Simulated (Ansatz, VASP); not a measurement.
**Two plane-wave programs on Ru**

```
Ru
1.0
     2.70580    0.00000    0.00000
    -1.35290    2.34329    0.00000
     0.00000    0.00000    4.28190
Ru
2
Direct
  0.21388 0.53864 0.25000
  0.66667 0.33333 0.75000
```

Alike in both runs: task single point; functional PBE; k mesh 24 × 24 × 12; occupations gaussian, width 0.15 eV; no spin polarisation.

```csv
,VASP,Ansatz
version,VASP 6.6.1,Ansatz 0.2.0
potentials or method,"VASP PAW PBE potentials, release 64 (Ru_pv), cutoff 500 eV","scalar-relativistic, plane waves, PAW"
valence electrons in the cell,28,32
```

```tsv
	VASP	Ansatz	Ansatz less VASP
gap on the k mesh at the Fermi level (eV)	none	none	-
pressure (GPa)	9.7	9.7	0.00
traceless stress, the component that is largest in VASP (GPa)	-8.94	-8.87	+0.065
rms of the force components (eV/Å)	1.283	1.283	-0.0001
```

Atom by atom the forces differ by 0.004 eV/Å (rms over components). A gap of «none» marks a metal or a gap that the smearing closes. With one functional, cell and mesh, what is left measures potentials, basis and numerics. VASP's potentials hold 28 valence electrons a cell and Ansatz's 32, so a difference there can come from the potentials and not from the codes.
